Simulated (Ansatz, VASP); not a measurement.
# Nb in VASP and in Ansatz

Contents of INCAR:

```
PREC     = Accurate       # precision mode
ENCUT    = 520            # plane-wave cutoff, eV
EDIFF    = 1E-8           # SCF threshold, eV
ISMEAR   = -1             # smearing method
SIGMA    = 0.03           # smearing width, eV
LREAL    = F              # projectors in reciprocal space
LASPH    = T              # aspherical terms in the spheres
NELM     = 80             # most SCF steps
ALGO     = Normal         # electronic algorithm
ISIF     = 2              # what is computed and relaxed
LWAVE    = F              # write WAVECAR
LCHARG   = F              # write CHGCAR
LEFG     = T            
NBANDS   = 12             # bands
```

KPOINTS

```
regular mesh
0
Gamma
  13 13 13
```

File POSCAR:

```
Nb
1.0
    0.0000000000      2.1290070307      2.1290070307
    2.1290070307      0.0000000000      2.1290070307
    2.1290070307      2.1290070307      0.0000000000
Nb
1
Direct
    0.0000000000      0.0000000000      0.0000000000
```

Input for Ansatz:

```yaml
crystal:
  lattice:
    - [0.0, 2.1290070307, 2.1290070307]
    - [2.1290070307, 0.0, 2.1290070307]
    - [2.1290070307, 2.1290070307, 0.0]
  atoms:
    - { symbol: Nb, position: [0.0, 0.0, 0.0] }
kpoints:
  mp_grid: { grid: [13, 13, 13] }
scf:
  occupations: { method: fermi_dirac, width: 0.03 }
hamiltonian:
  xc: lda
  pseudopotentials: { kind: all_electron, datasets: crystal }
output:
  forces: true
  stress: true
  eigenvalues: true
  efg: { contact_densities: true }
```

Change from the starting cell: volume scaled by 1.02, crystal datasets.

Alike in both runs: task electric field gradients; functional LDA; k mesh 13 × 13 × 13; occupations fermi-dirac, width 0.03 eV; no spin polarisation.

```csv
,VASP,Ansatz
version,VASP 6.6.1,Ansatz 0.2.0
potentials or method,"VASP PAW LDA potentials, release 64 (Nb_sv), cutoff 520 eV","all-electron PAW with datasets made for the crystal, scalar-relativistic"
```

Ansatz gave:

```
pressure (GPa) : -13.1
```

Which values does VASP return?

Pressure (GPa): -13.2.

LDA's correlation is that of Perdew and Zunger in VASP and of Perdew and Wang (1992) in Ansatz. Ansatz ran all-electron here, and VASP with PAW potentials.
